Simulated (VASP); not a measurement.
# MgI2 (P-3m1) in VASP: a series of runs, part 2 of 2

VASP 6.6.1.

### 4 Single point, PBE

This run uses another cell than the first one, of 37.36 Å³/atom, 0.967 times its volume.

File INCAR:

```
PREC = Accurate
ENCUT = 520
EDIFF = 1E-6
ISMEAR = 0
SIGMA = 0.05
LREAL = F
LASPH = T
NELM = 100
ALGO = Normal
ISIF = 2
LWAVE = F
LCHARG = F
GGA = PE
NBANDS = 15
```

File KPOINTS:

```
Automatic mesh
0
Gamma
  6 6 4
```

File POSCAR:

```
MgI2
1.0
    4.1154617896      0.0000000000      0.0000000000
   -2.0577308948      3.5640944581      0.0000000000
    0.0000000000      0.0000000000      7.6413829923
Mg I
1 2
Direct
    0.0000000000      0.0000000000      0.0000000000
    0.3333333333      0.6666666667      0.7743456377
    0.6666666667      0.3333333333      0.2256543623
```

Potentials or basis: VASP PAW PBE potentials, release 64 (Mg, I).

On the command line:

```console
$ cat potpaw_PBE.64/Mg/POTCAR potpaw_PBE.64/I/POTCAR > POTCAR
$ mpirun -np 1 vasp_std > vasp.out
```

OUTCAR:

```text
PREC = Accurate
   ENCUT = 520
   EDIFF = 1E-6
   ISMEAR = 0
   LREAL = F
   LASPH = T
   NELM = 100
   ISIF = 2
   GGA = PE

 ion  position               nearest neighbor table
   1  0.000  0.000  0.000-   2 2.94   3 2.94   3 2.94   2 2.94   3 2.94   2 2.94
   2  0.333  0.667  0.774-   1 2.94   1 2.94   1 2.94
   3  0.667  0.333  0.226-   1 2.94   1 2.94   1 2.94

  LATTYP: Found a hexagonal cell.
 ALAT       =     4.1154617896
 C/A-ratio  =     1.8567498334

  Lattice vectors:

 A1 = (   4.1154617896,   0.0000000000,   0.0000000000)
 A2 = (  -2.0577308948,   3.5640944581,   0.0000000000)
 A3 = (   0.0000000000,   0.0000000000,   7.6413829923)

Analysis of symmetry for initial positions (statically):
[... 33 lines left out ...]
                                     Primitive cell

  volume of cell :     112.0830

  direct lattice vectors                    reciprocal lattice vectors
     4.115461790  0.000000000  0.000000000     0.242986098  0.140288089  0.000000000
    -2.057730895  3.564094458  0.000000000     0.000000000  0.280576178  0.000000000
     0.000000000  0.000000000  7.641382992     0.000000000  0.000000000  0.130866363

  length of vectors
     4.115461790  4.115461790  7.641382992     0.280576178  0.280576178  0.130866363

  position of ions in fractional coordinates (direct lattice)
     0.000000000  0.000000000  0.000000000
     0.333333333  0.666666667  0.774345638
     0.666666667  0.333333333  0.225654362

  ion indices of the primitive-cell ions
   primitive index   ion index
                 1           1
                 2           2
                 3           3

----------------------------------------------------------------------------------------

 KPOINTS: Automatic mesh

Automatic generation of k-mesh.
 Grid dimensions read from file:
 generate k-points for:    6    6    4

 Generating k-lattice:
[... 81 lines left out ...]
     AMIX_MAG =   1.60;   BMIX_MAG =  1.00
  volume/ion in A,a.u.               =      37.36       252.12
  Fermi-wavevector in a.u.,A,eV,Ry     =   0.855595  1.616840  9.960047  0.732043
  Thomas-Fermi vector in A             =   1.972368
   LORBIT       =      0    0 simple, 1 ext, 2 COOP (PROOUT), +10 PAW based schemes
   GGA     = PE    functional components
[... 6 lines left out ...]
 Gauss-broadening in eV      SIGMA  =   0.05
  energy-cutoff  :      520.00
  volume of cell :      112.08
 maximum number of plane-waves:      3076
 NGX is ok and might be reduce to    32
   NGX = 15   NGY = 15   NGZ = 29

 number of electron      16.0000002 magnetization

 Free energy of the ion-electron system (eV)
  ---------------------------------------------------
  ext. energy  EPLUGINS =         0.00000000
  ---------------------------------------------------
  free energy    TOTEN  =        -7.71791164 eV

  energy without entropy =       -7.71791164  energy(sigma->0) =       -7.71791164

 E-fermi :   1.7876     XC(G=0):  -7.7538

 val. band max:        1.5800919332   @ k =   0.0000   0.0000   0.0000
 cond. band min:       5.0576243923   @ k =   0.5000   0.0000   0.5000
 fundamental gap:      3.4775324591
 Fermi energy:         1.7876447916

 k-point     1 :       0.0000    0.0000    0.0000
  band No.  band energies     occupation
      1     -10.4004      2.00000
      2      -9.8781      2.00000
      3      -1.7850      2.00000
      4       1.0821      2.00000
      5       1.3094      2.00000
      6       1.3094      2.00000
      7       1.5801      2.00000
      8       1.5801      2.00000
      9       5.2500      0.00000
     10       6.5247      0.00000
     11       8.3787      0.00000
     12       8.3787      0.00000
     13       8.4469      0.00000
     14       9.7543      0.00000
[... 401 lines left out ...]
      2      -9.5664      2.00000
      3      -1.5578      2.00000
      4      -0.9927      2.00000
      5      -0.9927      2.00000
      6      -0.5462      2.00000
      7       0.7794      2.00000
      8       0.7794      2.00000
      9       6.0275      0.00000
     10       7.2906      0.00000
     11       7.2906      0.00000
     12       8.8488      0.00000
     13      10.1021      0.00000
     14      10.1522      0.00000
     15      10.4352      0.00000

------------------------ aborting loop because EDIFF is reached ----------------------------------------

  FORCE on cell =-STRESS in cart. coord.  units (eV):
  Direction    XX          YY          ZZ          XY          YZ          ZX
  --------------------------------------------------------------------------------------
  -------------------------------------------------------------------------------------
  Total        0.6565523      0.6565523     -0.3124966     -0.0000000     -0.0000000      0.0000000
  in kB        9.3851274      9.3851274     -4.4670012     -0.0000000     -0.0000000      0.0000000
  external PRESSURE =       4.7677512 kB  Pullay stress =       0.0000000 kB

 VOLUME and BASIS-vectors are now :
 -----------------------------------------------------------------------------
  energy-cutoff  :      520.00
  volume of cell :      112.08
      direct lattice vectors                 reciprocal lattice vectors
     4.115461790  0.000000000  0.000000000     0.242986098  0.140288089  0.000000000
    -2.057730895  3.564094458  0.000000000     0.000000000  0.280576178  0.000000000
     0.000000000  0.000000000  7.641382992     0.000000000  0.000000000  0.130866363

 POSITION                                       TOTAL-FORCE (eV/Angst)
 -----------------------------------------------------------------------------------
      0.00000      0.00000      0.00000         0.000000      0.000000      0.000000
     -0.00000      2.37606      5.91707         0.000000      0.000000      0.116962
      2.05773      1.18803      1.72431        -0.000000      0.000000     -0.116962
 -----------------------------------------------------------------------------------
    total drift:                               -0.000000      0.000000     -0.000000

  FREE ENERGIE OF THE ION-ELECTRON SYSTEM (eV)
  ---------------------------------------------------
  free  energy   TOTEN  =        -7.7179116450 eV

  energy  without entropy=       -7.7179116449  energy(sigma->0) =       -7.71791164
```

OSZICAR:

```text
N       E                     dE             d eps       ncg     rms          rms(c)
DAV:   1     0.774863433442E+02    0.77486E+02   -0.57074E+03   720   0.834E+02
DAV:   2    -0.131789911817E+01   -0.78804E+02   -0.71385E+02  1000   0.129E+02
DAV:   3    -0.774027883870E+01   -0.64224E+01   -0.63917E+01   965   0.422E+01
DAV:   4    -0.787511261287E+01   -0.13483E+00   -0.13482E+00  1009   0.727E+00
DAV:   5    -0.787689353110E+01   -0.17809E-02   -0.17809E-02   995   0.780E-01    0.394E+00
DAV:   6    -0.774472602372E+01    0.13217E+00   -0.11591E-01   790   0.174E+00    0.270E+00
DAV:   7    -0.771994341675E+01    0.24783E-01   -0.12405E-01   874   0.175E+00    0.732E-01
DAV:   8    -0.771777752673E+01    0.21659E-02   -0.83268E-03   804   0.520E-01    0.288E-01
DAV:   9    -0.771792459814E+01   -0.14707E-03   -0.12071E-03   958   0.205E-01    0.114E-01
DAV:  10    -0.771790681139E+01    0.17787E-04   -0.46555E-05   916   0.478E-02    0.391E-02
DAV:  11    -0.771791097176E+01   -0.41604E-05   -0.14381E-05   846   0.237E-02    0.245E-02
DAV:  12    -0.771791164496E+01   -0.67320E-06   -0.57377E-07   787   0.494E-03
   1 F= -.77179116E+01 E0= -.77179116E+01  d E =-.153456E-10
```

Wall time 14 s (1 thread of Intel Xeon 6975P-C (Granite Rapids), shared host); peak memory 0.24 GiB.

Results:

```
Free energy            : -7.7179 eV
Pressure               : 0.5 GPa
Largest force          : 0.117 eV/Å
Band gap on the k mesh : 3.48 eV, indirect (least direct gap 3.67 eV)
```

Forces in eV/Å, atoms in the order of the input:
```
Mg   0.000  0.000  0.000
I    0.000  0.000  0.117
I    0.000  0.000 -0.117
```

Caveat: spin-orbit coupling is left out, which moves the levels of the heavy elements; this functional lacks dispersion, which binds the layers, so the pressure and a relaxed spacing across them are unreliable.
